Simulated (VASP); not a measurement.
# Al3Au (P4/mmm) in VASP: notebook, part 2 of 2

VASP 6.6.1. Earlier steps stand in the parts before.

## Step 3: Single point, r2SCAN

This run uses another cell than the first one, of 16.25 Å³/atom.

File POSCAR:

```
Al3Au
1.0
    2.8830660109      0.0000000000      0.0000000000
    0.0000000000      2.8830660109      0.0000000000
    0.0000000000      0.0000000000      7.8193117860
Al Au
3 1
Direct
    0.0000000000      0.0000000000      0.5000000000
    0.5000000000      0.5000000000      0.2423114198
    0.5000000000      0.5000000000      0.7576885802
    0.0000000000      0.0000000000      0.0000000000
```

File INCAR.step1:

```
PREC = Accurate ; ENCUT = 520
ISMEAR = 0 ; SIGMA = 0.1
LREAL = False ; LASPH = True
NELM = 100 ; NBANDS = 18
GGA = PE ; ALGO = Normal
EDIFF = 1E-4 ; LWAVE = True
LCHARG = False
```

File INCAR.step2:

```
PREC = Accurate ; ENCUT = 520
EDIFF = 1E-7 ; ISMEAR = 0
SIGMA = 0.1 ; LREAL = False
LASPH = True ; NELM = 100
ALGO = Normal ; ISIF = 2
LWAVE = False ; LCHARG = False
METAGGA = R2SCAN ; LMIXTAU = True
NBANDS = 18 ; ISTART = 1
```

File KPOINTS:

```
regular mesh
0
Gamma
  14 14 6
```

Potentials or basis: VASP PAW PBE potentials, release 64 (Al, Au).

Started as:

```sh
> cat potpaw_PBE.64/Al/POTCAR potpaw_PBE.64/Au/POTCAR > POTCAR
> cp INCAR.step1 INCAR
> mpirun -np 1 vasp_std > vasp.out
> cp INCAR.step2 INCAR
> mpirun -np 1 vasp_std > vasp.out
```

OUTCAR:

```text
PREC = Accurate
   ENCUT = 520
   EDIFF = 1E-7
   ISMEAR = 0
   LREAL = False
   LASPH = True
   NELM = 100
   ISIF = 2
   METAGGA = R2SCAN
   ISTART = 1

 ion  position               nearest neighbor table
   1  0.000  0.000  0.500-   3 2.87   3 2.87   3 2.87   3 2.87   2 2.87   2 2.87   2 2.87   2 2.87

   2  0.500  0.500  0.242-   4 2.78   4 2.78   4 2.78   4 2.78   1 2.87   1 2.87   1 2.87   1 2.87

   3  0.500  0.500  0.758-   4 2.78   4 2.78   4 2.78   4 2.78   1 2.87   1 2.87   1 2.87   1 2.87

   4  0.000  0.000  0.000-   2 2.78   2 2.78   2 2.78   2 2.78   3 2.78   3 2.78   3 2.78   3 2.78

  LATTYP: Found a simple tetragonal cell.
 ALAT       =     2.8830660109
 C/A-ratio  =     2.7121514930

  Lattice vectors:

 A1 = (   2.8830660109,   0.0000000000,   0.0000000000)
 A2 = (   0.0000000000,   2.8830660109,   0.0000000000)
 A3 = (   0.0000000000,   0.0000000000,   7.8193117860)

Analysis of symmetry for initial positions (statically):
=====================================================================
 Subroutine PRICEL returns:
 Original cell was already a primitive cell.

 Routine SETGRP: Setting up the symmetry group for a
 simple tetragonal supercell.

 Subroutine GETGRP returns: Found 16 space group operations
 (whereof 16 operations were pure point group operations)
 out of a pool of 16 trial point group operations.

The static configuration has the point symmetry D_4h.

Analysis of symmetry for dynamics (positions and initial velocities):
=====================================================================
 Subroutine PRICEL returns:
 Original cell was already a primitive cell.

 Routine SETGRP: Setting up the symmetry group for a
 simple tetragonal supercell.

 Subroutine GETGRP returns: Found 16 space group operations
 (whereof 16 operations were pure point group operations)
 out of a pool of 16 trial point group operations.

The dynamic configuration has the point symmetry D_4h.

 Subroutine INISYM returns: Found 16 space group operations
 (whereof 16 operations are pure point group operations),
 and found     1 'primitive' translations

----------------------------------------------------------------------------------------

                                     Primitive cell

  volume of cell :      64.9947

  direct lattice vectors                    reciprocal lattice vectors
     2.883066011  0.000000000  0.000000000     0.346852967  0.000000000  0.000000000
     0.000000000  2.883066011  0.000000000     0.000000000  0.346852967  0.000000000
     0.000000000  0.000000000  7.819311786     0.000000000  0.000000000  0.127888493

  length of vectors
     2.883066011  2.883066011  7.819311786     0.346852967  0.346852967  0.127888493

  position of ions in fractional coordinates (direct lattice)
     0.000000000  0.000000000  0.500000000
     0.500000000  0.500000000  0.242311420
     0.500000000  0.500000000  0.757688580
     0.000000000  0.000000000  0.000000000

  ion indices of the primitive-cell ions
   primitive index   ion index
                 1           1
                 2           2
                 3           3
                 4           4

[... 25 lines left out ...]

 Following reciprocal coordinates:
            Coordinates               Weight
  0.000000  0.000000  0.000000      1.000000
  0.071429  0.000000  0.000000      4.000000
  0.142857  0.000000  0.000000      4.000000
  0.214286  0.000000  0.000000      4.000000
  0.285714  0.000000  0.000000      4.000000
  0.357143  0.000000  0.000000      4.000000
[... 16 lines left out ...]
  0.285714  0.214286  0.000000      8.000000
  0.357143  0.214286  0.000000      8.000000
 [... further k-points ...]
   k-points           NKPTS =    144   k-points in BZ     NKDIM =    144   number of bands    NBANDS=     18
   number of dos      NEDOS =    301   number of ions     NIONS =      4
   total plane-waves  NPLWV =  34560
   dimension x,y,z NGX =    24 NGY =   24 NGZ =   60
   dimension x,y,z NGXF=    48 NGYF=   48 NGZF=  120
   ions per type =               3   1
   NGX,Y,Z   is equivalent  to a cutoff of  13.84, 13.84, 12.76 a.u.
   NGXF,Y,Z  is equivalent  to a cutoff of  27.68, 27.68, 25.51 a.u.
 SYSTEM =  unknown system
   PREC   = accura    normal or accurate (medium, high low for compatibility)
   ISTART =      1    job   : 0-new  1-cont  2-samecut
   ICHARG =      0    charge: 1-file 2-atom 10-const
   ISPIN  =      1    spin polarized calculation?
   LNONCOLLINEAR =      F non collinear calculations
   LSORBIT =      F    spin-orbit coupling
   LASPH  =      T    aspherical Exc in radial PAW
   ENCUT  =  520.0 eV  38.22 Ry    6.18 a.u.   5.36  5.36 14.54*2*pi/ulx,y,z
   NELM   =    100;   NELMIN=  2; NELMDL=  0     # of ELM steps
   EDIFF  = 0.1E-06   stopping-criterion for ELM
   LREAL  =      F    real-space projection
   EDIFFG = 0.1E-05   stopping-criterion for IOM
   NSW    =      0    number of steps for IOM
   IBRION =     -1    ionic relax: 0-MD 1-quasi-New 2-CG
   NFREE  =      0    steps in history (QN), initial steepest desc. (CG)
   ISIF   =      2    stress and relaxation
   ISYM   =      2    0-nonsym 1-usesym 2-fastsym
   POTIM  = 0.5000    time-step for ionic-motion
   TEBEG  =    0.0;   TEEND  =   0.0 temperature during run
   PSTRESS=    0.0 pullay stress
   NELECT =      20.0000    total number of electrons
   NUPDOWN=      -1.0000    fix difference up-down
   EMIN   =  10.00;   EMAX   =-10.00  energy-range for DOS
   EFERMI =   0.00;   METHOD = LEGACY
   ISMEAR =     0;   SIGMA  =   0.10  broadening in eV -4-tet -1-fermi 0-gaus
   EFERMI_NEDOS =   21; number of points for ismear=-14 and -15
   IALGO  =     38    algorithm
   IMIX   =      4    mixing-type and parameters
     AMIX     =   0.40;   BMIX     =  1.00
     AMIX_MAG =   1.60;   BMIX_MAG =  1.00
  volume/ion in A,a.u.               =      16.25       109.65
  Fermi-wavevector in a.u.,A,eV,Ry     =   1.105246  2.088612 16.620450  1.221569
  Thomas-Fermi vector in A             =   2.241730
   LORBIT       =      0    0 simple, 1 ext, 2 COOP (PROOUT), +10 PAW based schemes
   METAGGA = R2SCAN    functional components
   LHFCALC =     F    Hartree Fock is set to
   AEXX    =    0.0000 exact exchange contribution
   IVDW    =     0    specifies the selected vdW correction
   LEPSILON=     F    determine dielectric tensor
   LRPA    =     F    only Hartree local field effects (RPA)
 non-spin polarized calculation
 Gauss-broadening in eV      SIGMA  =   0.10
  energy-cutoff  :      520.00
  volume of cell :       64.99
 maximum number of plane-waves:      1781
 NGX is ok and might be reduce to    24
   NGX = 11   NGY = 11   NGZ = 29

 number of electron      20.0000002 magnetization

 Free energy of the ion-electron system (eV)
  ---------------------------------------------------
  ext. energy  EPLUGINS =         0.00000000
  ---------------------------------------------------
  free energy    TOTEN  =       -71.32435298 eV

  energy without entropy =      -71.31952484  energy(sigma->0) =      -71.32193891

 E-fermi :   9.0104     XC(G=0): -11.7739

 val. band max:        9.0043234927   @ k =   0.2857   0.0714   0.5000
 cond. band min:       9.0153836038   @ k =   0.4286   0.3571   0.5000
 fundamental gap:      0.0110601111
 Fermi energy:         9.0104449953

 k-point     1 :       0.0000    0.0000    0.0000
  band No.  band energies     occupation
      1      -3.0209      2.00000
      2      -0.5401      2.00000
      3      -0.2527      2.00000
      4       1.5570      2.00000
      5       2.4004      2.00000
      6       3.9436      2.00000
[... 481 lines left out ...]
      5       2.8701      2.00000
      6       3.4282      2.00000
[... 10 lines left out ...]
     17      16.0833      0.00000
     18      16.4198      0.00000

 [... further k-points ...]

------------------------ aborting loop because EDIFF is reached ----------------------------------------

  FORCE on cell =-STRESS in cart. coord.  units (eV):
  Direction    XX          YY          ZZ          XY          YZ          ZX
  --------------------------------------------------------------------------------------
  -------------------------------------------------------------------------------------
  Total       -0.0967572     -0.0967572     -0.1398172      0.0000000      0.0000000      0.0000000
  in kB       -2.3851528     -2.3851528     -3.4466207      0.0000000      0.0000000      0.0000000
  external PRESSURE =      -2.7389755 kB  Pullay stress =       0.0000000 kB

 VOLUME and BASIS-vectors are now :
 -----------------------------------------------------------------------------
  energy-cutoff  :      520.00
  volume of cell :       64.99
      direct lattice vectors                 reciprocal lattice vectors
     2.883066011  0.000000000  0.000000000     0.346852967  0.000000000  0.000000000
     0.000000000  2.883066011  0.000000000     0.000000000  0.346852967  0.000000000
     0.000000000  0.000000000  7.819311786     0.000000000  0.000000000  0.127888493

 POSITION                                       TOTAL-FORCE (eV/Angst)
 -----------------------------------------------------------------------------------
      0.00000      0.00000      3.90966         0.000000     -0.000000      0.000000
      1.44153      1.44153      1.89471        -0.000000      0.000000     -0.006769
      1.44153      1.44153      5.92460         0.000000      0.000000      0.006769
      0.00000      0.00000      0.00000         0.000000     -0.000000      0.000000
 -----------------------------------------------------------------------------------
    total drift:                                0.000000      0.000000     -0.000000

  FREE ENERGIE OF THE ION-ELECTRON SYSTEM (eV)
  ---------------------------------------------------
  free  energy   TOTEN  =       -71.3243529775 eV

  energy  without entropy=      -71.3195248401  energy(sigma->0) =      -71.32193891
```

Wall time 9.8 min (1 thread of Intel Xeon 8259CL, shared host); peak memory 0.3 GiB.

Results:

```yaml
Free_energy: -71.3244 eV
Pressure: -0.3 GPa
Largest_force: 0.007 eV/Å
Band_gap_on_the_k_mesh: zero (bands 10 and 11 overlap by 5.52 eV)
```

Forces on the atoms (eV/Å):
```
Al   0.000  0.000  0.000
Al   0.000  0.000 -0.007
Al   0.000  0.000  0.007
Au   0.000  0.000  0.000
```

Stress tensor (GPa, compression positive):
```
-0.24  0.00  0.00
 0.00 -0.24  0.00
 0.00  0.00 -0.34
```

Caveat: the PAW data sets were made with another functional, which shifts forces and pressure a little; spin-orbit coupling is left out, which moves the levels of the heavy elements.
